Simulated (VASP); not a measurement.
Wanted: the native input for a VASP 6.6.1 run.

| Property | Result |
| --- | --- |
| Task | single point |
| Functional | r2SCAN |
| Potentials or basis | VASP PAW PBE potentials, release 64 (Ba_sv) |
| Cutoff | 520 eV |
| k mesh | 5 × 5 × 5 |
| Occupations | gaussian, width 0.1 eV |
| Spin | no spin polarisation |
| Dipole correction | no |
| Further INCAR settings | ALGO = Normal; EDIFF = 1e-07; NBANDS = 17 |

The system is Ba.

```
Ba
1.0
     0.00000    3.42354    3.42354
     3.42354    0.00000    3.42354
     3.42354    3.42354    0.00000
Ba
2
Cartesian
  0.0000 0.0000 0.0000
  1.7118 1.7118 1.7118
```

This isn't the form of Ba at room conditions, which is bcc.

These files were run (other wordings do the same):

POSCAR

```
Ba
1.0
    0.0000000000      3.4235444448      3.4235444448
    3.4235444448      0.0000000000      3.4235444448
    3.4235444448      3.4235444448      0.0000000000
Ba
2
Direct
    0.0000000000      0.0000000000      0.0000000000
    0.2500000000      0.2500000000      0.2500000000
```

INCAR.step1

```
SYSTEM = Ba
ALGO = Normal
EDIFF = 1E-4
ENCUT = 520
GGA = PE
ISMEAR = 0
LASPH = .TRUE.
LCHARG = .FALSE.
LREAL = .FALSE.
LWAVE = .TRUE.
NBANDS = 17
NELM = 60
PREC = Accurate
SIGMA = 0.1
```

INCAR.step2

```
SYSTEM = Ba
ALGO = Normal
EDIFF = 1E-7
ENCUT = 520
ISIF = 2
ISMEAR = 0
ISTART = 1
LASPH = .TRUE.
LCHARG = .FALSE.
LMIXTAU = .TRUE.
LREAL = .FALSE.
LWAVE = .FALSE.
METAGGA = R2SCAN
NBANDS = 17
NELM = 60
PREC = Accurate
SIGMA = 0.1
```

KPOINTS

```
k-points
0
G
  5 5 5
  0 0 0
```

Potentials or basis: VASP PAW PBE potentials, release 64 (Ba_sv).

Command:

```sh
$ cat potpaw_PBE.64/Ba_sv/POTCAR > POTCAR
$ cp INCAR.step1 INCAR
$ mpirun -np 1 vasp_std > vasp.out
$ cp INCAR.step2 INCAR
$ mpirun -np 1 vasp_std > vasp.out
```

Results of the run:

```json
{"Pressure": "12.1 GPa", "Band gap on the k mesh": "zero (bands 10 and 11 overlap by 0.25 eV)"}
```

Caveat: the cell stands under pressure; the PAW data sets were made with another functional, which shifts forces and pressure a little; spin-orbit coupling is left out, which moves the levels of the heavy elements.

Run time: 34 s on 1 thread of Intel(R) Xeon(R) 6975P-C (Granite Rapids), with other jobs on the host, peak memory 0.21 GiB.
